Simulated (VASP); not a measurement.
# WS2 in VASP: single point with r2SCAN

Aim: the single point of WS2 with r2SCAN.

All numbers are computed with VASP 6.6.1; they aren't measurements. Logs are shortened: lines on timing, memory, paths and dates and some standing lists are left out, and cuts for length are marked.

## Step 1: The cell of the first run

The cell holds a slab with vacuum, 3 atoms: a = 3.181 Å, b = 3.181 Å, c = 16.958 Å, α = 90.86°, β = 88.28°, γ = 120.00°.

## Step 2: Single point, r2SCAN (shear of c along a, cell held: +3.0 %, then relaxed in part)

Contents of POSCAR:

```
WS2
1.0
    3.1810953814      0.0000000000      0.0000000000
   -1.5905476907      2.7549094121      0.0000000000
    0.5085221988      0.0000000000     16.9507399585
W S
1 2
Direct
    0.3333357912      0.6666715825      0.0000000000
    0.6813365545      0.3333308754      0.9080290974
    0.6519943209      0.3333308754      0.0919709026
```

Contents of INCAR.step1:

```
PREC     = Accurate       # precision mode
ENCUT    = 520            # plane-wave cutoff, eV
ISMEAR   = 0              # smearing method
SIGMA    = 0.02           # smearing width, eV
LREAL    = False          # projectors in reciprocal space
LASPH    = True           # aspherical terms in the spheres
NELM     = 80             # most SCF steps
NBANDS   = 20             # bands
GGA      = PE             # functional
ALGO     = Normal         # electronic algorithm
EDIFF    = 1E-4           # SCF threshold, eV
LWAVE    = True           # write WAVECAR
LCHARG   = False          # write CHGCAR
```

Contents of INCAR.step2:

```
PREC     = Accurate       # precision mode
ENCUT    = 520            # plane-wave cutoff, eV
EDIFF    = 1E-6           # SCF threshold, eV
ISMEAR   = 0              # smearing method
SIGMA    = 0.02           # smearing width, eV
LREAL    = False          # projectors in reciprocal space
LASPH    = True           # aspherical terms in the spheres
NELM     = 80             # most SCF steps
ALGO     = Normal         # electronic algorithm
ISIF     = 2              # what is computed and relaxed
LWAVE    = False          # write WAVECAR
LCHARG   = False          # write CHGCAR
METAGGA  = R2SCAN         # meta-GGA
LMIXTAU  = True         
NBANDS   = 20             # bands
ISTART   = 1
```

Contents of KPOINTS:

```
Automatic mesh
0
Gamma
  12 12 2
```

Potentials or basis: VASP PAW PBE potentials, release 64 (W_sv, S).

The run is started by

```bash
cat potpaw_PBE.64/W_sv/POTCAR potpaw_PBE.64/S/POTCAR > POTCAR
cp INCAR.step1 INCAR
mpirun -np 1 vasp_std > vasp.out
cp INCAR.step2 INCAR
mpirun -np 1 vasp_std > vasp.out
```

OUTCAR:

```text
PREC = Accurate
   ENCUT = 520
   EDIFF = 1E-6
   ISMEAR = 0
   LREAL = False
   LASPH = True
   NELM = 80
   ISIF = 2
   METAGGA = R2SCAN
   ISTART = 1

 ion  position               nearest neighbor table
   1  0.333  0.667  0.000-   3 2.41   2 2.41   2 2.41   3 2.41   2 2.41   3 2.41
   2  0.681  0.333  0.908-   1 2.41   1 2.41   1 2.41
   3  0.652  0.333  0.092-   1 2.41   1 2.41   1 2.41

  LATTYP: Found a base centered monoclinic cell.
 ALAT       =     3.1810953814
 B/A-ratio  =     1.7320508075
 C/A-ratio  =     5.3309832126
 COS(beta)  =    -0.0299865091

  Lattice vectors:

 A1 = (  -1.5905476907,   2.7549094121,   0.0000000000)
 A2 = (  -1.5905476907,  -2.7549094121,   0.0000000000)
 A3 = (   0.5085221988,   0.0000000000,  16.9507399585)

Analysis of symmetry for initial positions (statically):
=====================================================================
 Subroutine PRICEL returns:
 Original cell was already a primitive cell.

 Routine SETGRP: Setting up the symmetry group for a
 base centered monoclinic supercell.

 Subroutine GETGRP returns: Found  2 space group operations
 (whereof  2 operations were pure point group operations)
 out of a pool of  4 trial point group operations.

The static configuration has the point symmetry C_2 .

Analysis of symmetry for dynamics (positions and initial velocities):
=====================================================================
 Subroutine PRICEL returns:
 Original cell was already a primitive cell.

 Routine SETGRP: Setting up the symmetry group for a
 base centered monoclinic supercell.

 Subroutine GETGRP returns: Found  2 space group operations
 (whereof  2 operations were pure point group operations)
 out of a pool of  4 trial point group operations.

The dynamic configuration has the point symmetry C_2 .

 Subroutine INISYM returns: Found  2 space group operations
 (whereof  2 operations are pure point group operations),
 and found     1 'primitive' translations

----------------------------------------------------------------------------------------

                                     Primitive cell

  volume of cell :     148.5500

  direct lattice vectors                    reciprocal lattice vectors
[... 84 lines left out ...]
   LNONCOLLINEAR =      F non collinear calculations
   LSORBIT =      F    spin-orbit coupling
   LASPH  =      T    aspherical Exc in radial PAW
   ENCUT  =  520.0 eV  38.22 Ry    6.18 a.u.   5.91  5.91 31.53*2*pi/ulx,y,z
   NELM   =     80;   NELMIN=  2; NELMDL=  0     # of ELM steps
   EDIFF  = 0.1E-05   stopping-criterion for ELM
   LREAL  =      F    real-space projection
   EDIFFG = 0.1E-04   stopping-criterion for IOM
   NSW    =      0    number of steps for IOM
   IBRION =     -1    ionic relax: 0-MD 1-quasi-New 2-CG
   NFREE  =      0    steps in history (QN), initial steepest desc. (CG)
   ISIF   =      2    stress and relaxation
   ISYM   =      2    0-nonsym 1-usesym 2-fastsym
   POTIM  = 0.5000    time-step for ionic-motion
   TEBEG  =    0.0;   TEEND  =   0.0 temperature during run
   PSTRESS=    0.0 pullay stress
   NELECT =      26.0000    total number of electrons
   NUPDOWN=      -1.0000    fix difference up-down
   EMIN   =  10.00;   EMAX   =-10.00  energy-range for DOS
   EFERMI =   0.00;   METHOD = LEGACY
   ISMEAR =     0;   SIGMA  =   0.02  broadening in eV -4-tet -1-fermi 0-gaus
   EFERMI_NEDOS =   21; number of points for ismear=-14 and -15
   IALGO  =     38    algorithm
   IMIX   =      4    mixing-type and parameters
     AMIX     =   0.40;   BMIX     =  1.00
     AMIX_MAG =   1.60;   BMIX_MAG =  1.00
  volume/ion in A,a.u.               =      49.52       334.15
  Fermi-wavevector in a.u.,A,eV,Ry     =   0.915746  1.730509 11.409721  0.838591
  Thomas-Fermi vector in A             =   2.040523
   LORBIT       =      0    0 simple, 1 ext, 2 COOP (PROOUT), +10 PAW based schemes
   METAGGA = R2SCAN    functional components
   LHFCALC =     F    Hartree Fock is set to
   AEXX    =    0.0000 exact exchange contribution
   IVDW    =     0    specifies the selected vdW correction
   LEPSILON=     F    determine dielectric tensor
   LRPA    =     F    only Hartree local field effects (RPA)
 non-spin polarized calculation
 Gauss-broadening in eV      SIGMA  =   0.02
  energy-cutoff  :      520.00
  volume of cell :      148.55
 maximum number of plane-waves:      4038
   NGX = 11   NGY = 11   NGZ = 63

 number of electron      25.9999997 magnetization

 Free energy of the ion-electron system (eV)
  ---------------------------------------------------
  ext. energy  EPLUGINS =         0.00000000
  ---------------------------------------------------
  free energy    TOTEN  =       -70.04084732 eV

  energy without entropy =      -70.04084732  energy(sigma->0) =      -70.04084732

 E-fermi :  -1.2057     XC(G=0):  -4.5976

 val. band max:       -1.3825940105   @ k =   0.0000   0.0000   0.0000
 cond. band min:       0.5269933020   @ k =   0.3333   0.3333   0.0000
 fundamental gap:      1.9095873125
 Fermi energy:        -1.2056647594

 k-point     1 :       0.0000    0.0000    0.0000
  band No.  band energies     occupation
      1     -77.3524      2.00000
      2     -40.9403      2.00000
      3     -40.7865      2.00000
      4     -40.7865      2.00000
      5     -16.8829      2.00000
      6     -15.1428      2.00000
[... 541 lines left out ...]
     19       7.7312      0.00000
     20       8.4422      0.00000

 [... further k-points ...]

------------------------ aborting loop because EDIFF is reached ----------------------------------------

  FORCE on cell =-STRESS in cart. coord.  units (eV):
  Direction    XX          YY          ZZ          XY          YZ          ZX
  --------------------------------------------------------------------------------------
  -------------------------------------------------------------------------------------
  Total        0.0795295      0.0800271      0.0528492      0.0000000      0.0000000     -0.0033867
  in kB        0.8577611      0.8631270      0.5700016      0.0000000      0.0000000     -0.0365269
  external PRESSURE =       0.7636299 kB  Pullay stress =       0.0000000 kB

 VOLUME and BASIS-vectors are now :
 -----------------------------------------------------------------------------
  energy-cutoff  :      520.00
  volume of cell :      148.55
      direct lattice vectors                 reciprocal lattice vectors
     3.181095381  0.000000000  0.000000000     0.314357125  0.181494171 -0.009430714
    -1.590547691  2.754909412  0.000000000     0.000000000  0.362988342  0.000000000
     0.508522199  0.000000000 16.950739959     0.000000000  0.000000000  0.058994475

 POSITION                                       TOTAL-FORCE (eV/Angst)
 -----------------------------------------------------------------------------------
     -0.00000      1.83662      0.00000         0.000000     -0.000417      0.000000
      2.09897      0.91830     15.39177         0.001021      0.000209     -0.024926
      1.59065      0.91830      1.55897        -0.001021      0.000209      0.024926
 -----------------------------------------------------------------------------------
    total drift:                               -0.000000      0.000174      0.000001

  FREE ENERGIE OF THE ION-ELECTRON SYSTEM (eV)
  ---------------------------------------------------
  free  energy   TOTEN  =       -70.0408473199 eV

  energy  without entropy=      -70.0408473199  energy(sigma->0) =      -70.04084732
```

Wall time 11 min (1 thread of AMD EPYC 9R45 (Zen 5), shared host); peak memory 0.41 GiB.

What came out:

```
Free energy            : -70.0408 eV
Largest force          : 0.025 eV/Å
Band gap on the k mesh : 1.91 eV (least direct gap 1.93 eV)
```

Forces on the atoms (eV/Å):
```
W    0.000  0.000  0.000
S    0.001  0.000 -0.025
S   -0.001  0.000  0.025
```

Caveat: the cell differs from its parent crystal (shear of c along a, cell held: +3.0 %, then relaxed in part); the PAW data sets were made with another functional, which shifts forces and pressure a little; spin-orbit coupling is left out, which moves the levels of the heavy elements.
